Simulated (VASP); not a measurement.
SiO2:

```
CELL_PARAMETERS angstrom
5.10538 0.00000 0.00000
-2.55269 4.42139 0.00000
0.00000 0.00000 5.58505
ATOMIC_POSITIONS crystal
Si 0.00000 0.50000 0.33333
Si 0.50000 0.50000 0.66667
Si 0.50000 0.00000 0.00000
O 0.58396 0.79198 0.83333
O 0.79198 0.58396 0.50000
O 0.79198 0.20802 0.16667
O 0.41604 0.20802 0.83333
O 0.20802 0.41604 0.50000
O 0.20802 0.79198 0.16667
```

Base run:

- Program: VASP 6.6.1
- Functional: revPBE
- Potentials or basis: VASP PAW PBE potentials, release 64 (Si, O)
- Cutoff: 600 eV
- k mesh: 6 × 6 × 4
- Occupations: gaussian, width 0.02 eV
- Spin: no spin polarisation

Its results: band gap on the k mesh 5.77 eV (least direct gap 5.95 eV); pressure 1.8 GPa; largest force 0.040 eV/Å.

The run is repeated on the same cell with these changes: functional from revPBE to PBE; occupations from gaussian, width 0.02 eV to gaussian, width 0.01 eV. What comes out?

Band gap on the k mesh 5.55 eV (least direct gap 5.73 eV); pressure -0.2 GPa; largest force 0.015 eV/Å.

Caveats: the PAW data sets were made with another functional, which shifts forces and pressure a little (at least some runs).

A k mesh can miss the band edges.
